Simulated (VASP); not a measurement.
# NaRh2 (I4/mmm) in VASP: relaxation of cell and atoms with PBE

Aim: the relaxation of cell and atoms of NaRh2 with PBE.

All numbers are computed with VASP 6.6.1; they aren't measurements. Logs are shortened: lines on timing, memory, paths and dates and some standing lists are left out, and cuts for length are marked.

### 1 The cell of the first run

The structure is tetragonal, space group I4/mmm (No. 139). The conventional cell has a = 2.746 Å, b = 2.746 Å, c = 13.317 Å, α = 90.00°, β = 90.00°, γ = 90.00°. Within 3.6 Å of Na (site symmetry 4/mmm) lie 4 Na at 2.75 Å and 8 Rh at 3.14 Å. Within 3.4 Å of Rh (site symmetry 4mm) lie 8 Rh at 2.60 to 2.75 Å and 4 Na at 3.14 Å.

### 2 Relaxation of cell and atoms, PBE

Input file INCAR:

```
SYSTEM = NaRh2
ALGO = Normal
EDIFF = 1E-7
EDIFFG = -0.01
ENCUT = 500
GGA = PE
GGA_COMPAT = .FALSE.
IBRION = 2
ISIF = 3
ISMEAR = 0
KPAR = 4
LASPH = .TRUE.
LCHARG = .FALSE.
LREAL = .FALSE.
LWAVE = .FALSE.
NELM = 120
NELMIN = 4
NSW = 100
PREC = Accurate
SIGMA = 0.1
```

Input file KPOINTS:

```
k-points
0
G
  24 24 24
  0 0 0
```

Input file POSCAR:

```
NaRh2
1.0
   -1.3730175300      1.3730175300      6.6586900981
    1.3730175300     -1.3730175300      6.6586900981
    1.3730175300      1.3730175300     -6.6586900981
Na Rh
1 2
Direct
    0.0000000000      0.0000000000      0.0000000000
    0.3149501678      0.3149501678      0.0000000000
    0.6850498322      0.6850498322      0.0000000000
```

Potentials or basis: VASP PAW PBE potentials, release 64 (Na_pv, Rh_pv).

Run with:

```sh
cat potpaw_PBE.64/Na_pv/POTCAR potpaw_PBE.64/Rh_pv/POTCAR > POTCAR
mpirun -np 4 vasp_std > vasp.out
```

OUTCAR:

```text
SYSTEM = NaRh2
   EDIFF = 1E-7
   EDIFFG = -0.01
   ENCUT = 500
   GGA = PE
   IBRION = 2
   ISIF = 3
   ISMEAR = 0
   LASPH = .TRUE.
   LREAL = .FALSE.
   NELM = 120
   NELMIN = 4
   NSW = 100
   PREC = Accurate

 ion  position               nearest neighbor table
   1  0.000  0.000  0.000-
   2  0.315  0.315  0.000-   3 2.60   3 2.60   3 2.60   3 2.60
   3  0.685  0.685  0.000-   2 2.60   2 2.60   2 2.60   2 2.60

  LATTYP: Found a body centered tetragonal cell.
 ALAT       =     2.7460350600
 C/A-ratio  =     4.8496759529

  Lattice vectors:

 A1 = (  -1.3730175300,   1.3730175300,   6.6586900981)
 A2 = (   1.3730175300,  -1.3730175300,   6.6586900981)
 A3 = (   1.3730175300,   1.3730175300,  -6.6586900981)

Analysis of symmetry for initial positions (statically):
=====================================================================
 Subroutine PRICEL returns:
 Original cell was already a primitive cell.

 Routine SETGRP: Setting up the symmetry group for a
 body centered tetragonal supercell.

 Subroutine GETGRP returns: Found 16 space group operations
 (whereof 16 operations were pure point group operations)
 out of a pool of 16 trial point group operations.

The static configuration has the point symmetry D_4h.

Analysis of symmetry for dynamics (positions and initial velocities):
=====================================================================
 Subroutine PRICEL returns:
 Original cell was already a primitive cell.

 Routine SETGRP: Setting up the symmetry group for a
 body centered tetragonal supercell.

 Subroutine GETGRP returns: Found 16 space group operations
 (whereof 16 operations were pure point group operations)
 out of a pool of 16 trial point group operations.

The dynamic configuration has the point symmetry D_4h.

 Subroutine INISYM returns: Found 16 space group operations
 (whereof 16 operations are pure point group operations),
 and found     1 'primitive' translations

----------------------------------------------------------------------------------------

                                     Primitive cell

  volume of cell :      50.2112

  direct lattice vectors                    reciprocal lattice vectors
    -1.373017530  1.373017530  6.658690098     0.000000000  0.364161410  0.075089844
     1.373017530 -1.373017530  6.658690098     0.364161410  0.000000000  0.075089844
     1.373017530  1.373017530 -6.658690098     0.364161410  0.364161410  0.000000000

  length of vectors
     6.936029707  6.936029707  6.936029707     0.371822562  0.371822562  0.515002005

  position of ions in fractional coordinates (direct lattice)
     0.000000000  0.000000000  0.000000000
     0.314950168  0.314950168  0.000000000
     0.685049832  0.685049832  0.000000000

  ion indices of the primitive-cell ions
   primitive index   ion index
                 1           1
                 2           2
                 3           3

----------------------------------------------------------------------------------------

 KPOINTS: k-points

Automatic generation of k-mesh.
 Grid dimensions read from file:
 generate k-points for:   24   24   24

 Generating k-lattice:

  Cartesian coordinates                     Fractional coordinates (reciprocal lattice)
     0.000000000  0.015173392  0.003128743     0.041666667  0.000000000 -0.000000000
     0.015173392  0.000000000  0.003128743     0.000000000  0.041666667 -0.000000000
     0.015173392  0.015173392  0.000000000     0.000000000  0.000000000  0.041666667

  Length of vectors
     0.015492607  0.015492607  0.021458417

  Shift w.r.t. Gamma in fractional coordinates (k-lattice)
     0.000000000  0.000000000  0.000000000

 Subroutine IBZKPT returns following result:
 ===========================================

 Found   1063 irreducible k-points:

 Following reciprocal coordinates:
            Coordinates               Weight
  0.000000  0.000000  0.000000      1.000000
  0.041667 -0.000000  0.000000      8.000000
  0.083333 -0.000000  0.000000      8.000000
  0.125000 -0.000000  0.000000      8.000000
  0.166667 -0.000000  0.000000      8.000000
  0.208333 -0.000000  0.000000      8.000000
[... 16 lines left out ...]
  0.416667  0.041667  0.000000     16.000000
  0.458333  0.041667  0.000000     16.000000
 [... further k-points ...]
   k-points           NKPTS =   1063   k-points in BZ     NKDIM =   1063   number of bands    NBANDS=     22
   number of dos      NEDOS =    301   number of ions     NIONS =      3
   total plane-waves  NPLWV = 157464
   dimension x,y,z NGX =    54 NGY =   54 NGZ =   54
   dimension x,y,z NGXF=   108 NGYF=  108 NGZF=  108
   ions per type =               1   2
   NGX,Y,Z   is equivalent  to a cutoff of  12.94, 12.94, 12.94 a.u.
   NGXF,Y,Z  is equivalent  to a cutoff of  25.89, 25.89, 25.89 a.u.
 SYSTEM =  NaRh2
   PREC   = accura    normal or accurate (medium, high low for compatibility)
   ISTART =      0    job   : 0-new  1-cont  2-samecut
   ICHARG =      2    charge: 1-file 2-atom 10-const
   ISPIN  =      1    spin polarized calculation?
   LNONCOLLINEAR =      F non collinear calculations
   LSORBIT =      F    spin-orbit coupling
   LASPH  =      T    aspherical Exc in radial PAW
   ENCUT  =  500.0 eV  36.75 Ry    6.06 a.u.  12.65 12.65 12.65*2*pi/ulx,y,z
   NELM   =    120;   NELMIN=  4; NELMDL= -5     # of ELM steps
   EDIFF  = 0.1E-06   stopping-criterion for ELM
   LREAL  =      F    real-space projection
   EDIFFG = -.1E-01   stopping-criterion for IOM
   NSW    =    100    number of steps for IOM
   IBRION =      2    ionic relax: 0-MD 1-quasi-New 2-CG
   NFREE  =      1    steps in history (QN), initial steepest desc. (CG)
   ISIF   =      3    stress and relaxation
   ISYM   =      2    0-nonsym 1-usesym 2-fastsym
   POTIM  = 0.5000    time-step for ionic-motion
   TEBEG  =    0.0;   TEEND  =   0.0 temperature during run
   PSTRESS=    0.0 pullay stress
   NELECT =      37.0000    total number of electrons
   NUPDOWN=      -1.0000    fix difference up-down
   EMIN   =  10.00;   EMAX   =-10.00  energy-range for DOS
   EFERMI =   0.00;   METHOD = LEGACY
   ISMEAR =     0;   SIGMA  =   0.10  broadening in eV -4-tet -1-fermi 0-gaus
   EFERMI_NEDOS =   21; number of points for ismear=-14 and -15
   IALGO  =     38    algorithm
   IMIX   =      4    mixing-type and parameters
     AMIX     =   0.40;   BMIX     =  1.00
     AMIX_MAG =   1.60;   BMIX_MAG =  1.00
  volume/ion in A,a.u.               =      16.74       112.95
  Fermi-wavevector in a.u.,A,eV,Ry     =   1.478683  2.794306 29.749186  2.186503
  Thomas-Fermi vector in A             =   2.592934
   LORBIT       =      0    0 simple, 1 ext, 2 COOP (PROOUT), +10 PAW based schemes
   GGA     = PE    functional components
   LHFCALC =     F    Hartree Fock is set to
   AEXX    =    0.0000 exact exchange contribution
   IVDW    =     0    specifies the selected vdW correction
   LEPSILON=     F    determine dielectric tensor
   LRPA    =     F    only Hartree local field effects (RPA)
 conjugate gradient relaxation of ions
 non-spin polarized calculation
 Gauss-broadening in eV      SIGMA  =   0.10
  energy-cutoff  :      500.00
  volume of cell :       50.21
 maximum number of plane-waves:      1294
 NGX is ok and might be reduce to    54
   NGX = 25   NGY = 25   NGZ = 25

--------------------------------------- Ionic step        1  -------------------------------------------

 number of electron      37.0000000 magnetization

 Free energy of the ion-electron system (eV)
  ---------------------------------------------------
  ext. energy  EPLUGINS =         0.00000000
  ---------------------------------------------------
  free energy    TOTEN  =       -15.07996374 eV

  energy without entropy =      -15.06869119  energy(sigma->0) =      -15.07432747

------------------------ aborting loop because EDIFF is reached ----------------------------------------

  FORCE on cell =-STRESS in cart. coord.  units (eV):
  Direction    XX          YY          ZZ          XY          YZ          ZX
  --------------------------------------------------------------------------------------
  -------------------------------------------------------------------------------------
  Total        0.0646156      0.0646156      0.0931151      0.0000000     -0.0000000      0.0000000
  in kB        2.0618024      2.0618024      2.9711863      0.0000000     -0.0000000      0.0000000
  external PRESSURE =       2.3649304 kB  Pullay stress =       0.0000000 kB
[... 133 lines left out ...]
  energy  without entropy=      -15.0688327674  energy(sigma->0) =      -15.07446520

--------------------------------------- Ionic step        5  -------------------------------------------

 number of electron      36.9999998 magnetization

 Free energy of the ion-electron system (eV)
  ---------------------------------------------------
  ext. energy  EPLUGINS =         0.00000000
  ---------------------------------------------------
  free energy    TOTEN  =       -15.08010761 eV

  energy without entropy =      -15.06886707  energy(sigma->0) =      -15.07448734

 E-fermi :   6.6350     XC(G=0): -11.3733

 val. band max:        6.6346388990   @ k =  -0.1667   0.1667   0.1250
 cond. band min:       6.6354434817   @ k =  -0.4583   0.2917   0.0000
 fundamental gap:      0.0008045827
 Fermi energy:         6.6349738521

 k-point     1 :       0.0000    0.0000    0.0000
  band No.  band energies     occupation
      1     -39.6404      2.00000
      2     -39.5632      2.00000
      3     -39.5632      2.00000
      4     -39.3451      2.00000
      5     -39.3451      2.00000
      6     -39.2248      2.00000
[... 574 lines left out ...]
      6     -39.2879      2.00000
[... 14 lines left out ...]
     21       8.3698      0.00000
     22      10.0078      0.00000

 [... further k-points ...]

------------------------ aborting loop because EDIFF is reached ----------------------------------------

  FORCE on cell =-STRESS in cart. coord.  units (eV):
  Direction    XX          YY          ZZ          XY          YZ          ZX
  --------------------------------------------------------------------------------------
  -------------------------------------------------------------------------------------
  Total       -0.0022134     -0.0022134      0.0049110      0.0000000     -0.0000000      0.0000000
  in kB       -0.0704033     -0.0704033      0.1562081      0.0000000     -0.0000000      0.0000000
  external PRESSURE =       0.0051338 kB  Pullay stress =       0.0000000 kB
[... 18 lines left out ...]
  FREE ENERGIE OF THE ION-ELECTRON SYSTEM (eV)
  ---------------------------------------------------
  free  energy   TOTEN  =       -15.0801076136 eV

  energy  without entropy=      -15.0688670679  energy(sigma->0) =      -15.07448734

 reached required accuracy - stopping structural energy minimisation
```

Run time: 53 min. Hardware: 4 MPI ranks of Intel Xeon Platinum 8559C (Emerald Rapids), shared host; peak memory 1.2 GiB.

Results:

```
Free energy                           : -15.0801 eV
Relaxed volume                        : 16.79 Å³/atom
Relaxed cell                          : a = 6.948 Å, b = 6.948 Å, c = 6.948 Å, α = 157.19°, β = 157.19°, γ = 32.48°
Space group after relaxing (to 0.1 Å) : I4/mmm (No. 139)
Energy gained by relaxing             : 0.0 meV/atom
Ionic steps                           : 5
Pressure after relaxing               : 0.0 GPa
Band gap on the k mesh                : zero (an odd number of electrons rules out a gap without spin polarisation)
```

The path:
| step | energy change (eV) | largest force (eV/Å) | pressure (GPa) | volume (Å³) |
| --- | --- | --- | --- | --- |
| 1 | 0.0000 | 0.0052 | 0.24 | 50.21 |
| 2 | 0.0000 | 0.0399 | -0.18 | 50.39 |
| 3 | -0.0001 | 0.0262 | -0.02 | 50.32 |
| 4 | -0.0001 | 0.0101 | -0.01 | 50.35 |
| 5 | -0.0001 | 0.0006 | 0.00 | 50.37 |

Final structure:
```xyz
3
Lattice="-1.3740 1.3740 6.6706 1.3740 -1.3740 6.6706 1.3740 1.3740 -6.6706" Properties=species:S:1:pos:R:3 pbc="T T T"
Na    0.0000    0.0000    0.0000
Rh    0.0000    0.0000    4.1997
Rh    0.0000    0.0000    9.1415
```

Levels at points of the mesh, in eV from the Fermi level:
```
           k point  band 17  band 18  band 19  band 20  band 21  band 22
(0.00, 0.00, 0.00)    -0.97    -0.65     0.39     0.39     0.61     0.68
(0.50, 0.00, 0.00)    -1.57     0.37     0.38     1.66     1.88     3.00
(0.50, 0.50, 0.00)    -0.06     1.11     1.11     4.42     4.80     6.07
(0.50, 0.50, 0.50)    -1.08    -0.65     0.39     0.39     0.61     2.76
```
